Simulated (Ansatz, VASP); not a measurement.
Two plane-wave programs on CdHg2Se3

INCAR

```
SYSTEM = CdHg2Se3
PREC = Accurate
ENCUT = 520
EDIFF = 1E-6
ISMEAR = 0
SIGMA = 0.2
LREAL = .FALSE.
LASPH = .TRUE.
NELM = 80
ALGO = Normal
ISIF = 2
LWAVE = .FALSE.
LCHARG = .FALSE.
GGA = PE
NBANDS = 66
```

File KPOINTS:

```
Automatic mesh
0
G
  6 4 2
  0 0 0
```

POSCAR

```
CdHg2Se3
1.0
    2.2070688796     -3.8227553776      0.0000000000
   -6.6212065389     -3.8227554353      0.0000000000
    0.0000000000      0.0000000000    -10.7938969000
Cd Hg Se
2 4 6
Direct
    0.0000000000      0.0000000000      0.9990990000
    0.5000000000      0.5000000000      0.9990990000
    0.0000000000      0.6666666667      0.3324310000
    0.5000000000      0.1666666667      0.3324310000
    0.5000000000      0.8333333333      0.6677810000
    0.0000000000      0.3333333333      0.6677810000
    0.0000000000      0.0000000000      0.2483310000
    0.5000000000      0.5000000000      0.2483310000
    0.0000000000      0.6666666667      0.5831690000
    0.5000000000      0.1666666667      0.5831690000
    0.5000000000      0.8333333333      0.9191890000
    0.0000000000      0.3333333333      0.9191890000
```

Input for Ansatz:

```yaml
crystal:
  lattice:
    - [2.2070688796, -3.8227553776, 0.0]
    - [-6.6212065389, -3.8227554353, 0.0]
    - [0.0, 0.0, -10.7938969]
  atoms:
    - { symbol: Cd, position: [0.0, 0.0, 0.999099] }
    - { symbol: Cd, position: [0.5, 0.5, 0.999099] }
    - { symbol: Hg, position: [0.0, 0.6666666667, 0.332431] }
    - { symbol: Hg, position: [0.5, 0.1666666667, 0.332431] }
    - { symbol: Hg, position: [0.5, 0.8333333333, 0.667781] }
    - { symbol: Hg, position: [0.0, 0.3333333333, 0.667781] }
    - { symbol: Se, position: [0.0, 0.0, 0.248331] }
    - { symbol: Se, position: [0.5, 0.5, 0.248331] }
    - { symbol: Se, position: [0.0, 0.6666666667, 0.583169] }
    - { symbol: Se, position: [0.5, 0.1666666667, 0.583169] }
    - { symbol: Se, position: [0.5, 0.8333333333, 0.919189] }
    - { symbol: Se, position: [0.0, 0.3333333333, 0.919189] }
basis:
  ecutwfc: 420
kpoints:
  mp_grid: { grid: [6, 4, 2] }
hamiltonian:
  xc: pbe
scf:
  occupations: { method: gaussian, width: 0.2 }
  lower_state_search: "off"
output:
  forces: true
  stress: true
  eigenvalues: true
```

Alike in both runs: task single point; functional PBE; k mesh 6 × 4 × 2; occupations gaussian, width 0.2 eV; no spin polarisation.

|  | VASP | Ansatz |
| --- | --- | --- |
| version | VASP 6.6.1 | Ansatz 0.2.0 |
| potentials or method | VASP PAW PBE potentials, release 64 (Cd, Hg, Se), cutoff 520 eV | scalar-relativistic, plane waves, PAW |
| valence electrons in the cell | 108 | 216 |

|  | VASP | Ansatz | Ansatz less VASP |
| --- | --- | --- | --- |
| gap on the k mesh at the Fermi level (eV) | none | none | - |
| pressure (GPa) | 0.2 | 0.0 | -0.21 |

A gap of «none» marks a metal or a gap that the smearing closes. VASP's potentials hold 108 valence electrons a cell and Ansatz's 216, so a difference there can come from the potentials and not from the codes.

Neither program's run includes spin-orbit coupling.
